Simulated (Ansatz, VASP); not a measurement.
## Two plane-wave programs on MnS

```
CELL_PARAMETERS angstrom
1.77983 1.02759 5.77897
-1.77983 1.02759 5.77897
0.00000 -2.05517 5.77897
ATOMIC_POSITIONS crystal
Mn 0.00000 0.00000 0.00000
Mn 0.50000 0.50000 0.50000
S 0.75000 0.75000 0.75000
S 0.25000 0.25000 0.25000
```

Alike in both runs: task single point; functional PBE; k mesh 7 × 7 × 7; occupations fermi-dirac, width 0.1 eV; collinear spin; Hubbard terms Mn d U = 4.4 eV, J = 0.9 eV.

|  | VASP | Ansatz |
| --- | --- | --- |
| version | VASP 6.6.1 | Ansatz 0.2.0 |
| potentials or method | VASP PAW PBE potentials, release 64 (Mn_pv, S), cutoff 520 eV | plane waves, PAW |
| valence electrons in the cell | 38 | 42 |

```csv
,VASP,Ansatz,Ansatz less VASP
net moment per atom (μB),2.47,2.49,+0.016
size of the moment on the site where the two differ most (μB),4.51,4.38,-0.133
```

Site moments also hang on the region over which each program counts them. The programs project onto different local orbitals, so the same U acts differently, and such runs can settle in different states. VASP's potentials hold 38 valence electrons a cell and Ansatz's 42, so a difference there can come from the potentials and not from the codes. Ansatz's warnings: filled band counts differ across k points.
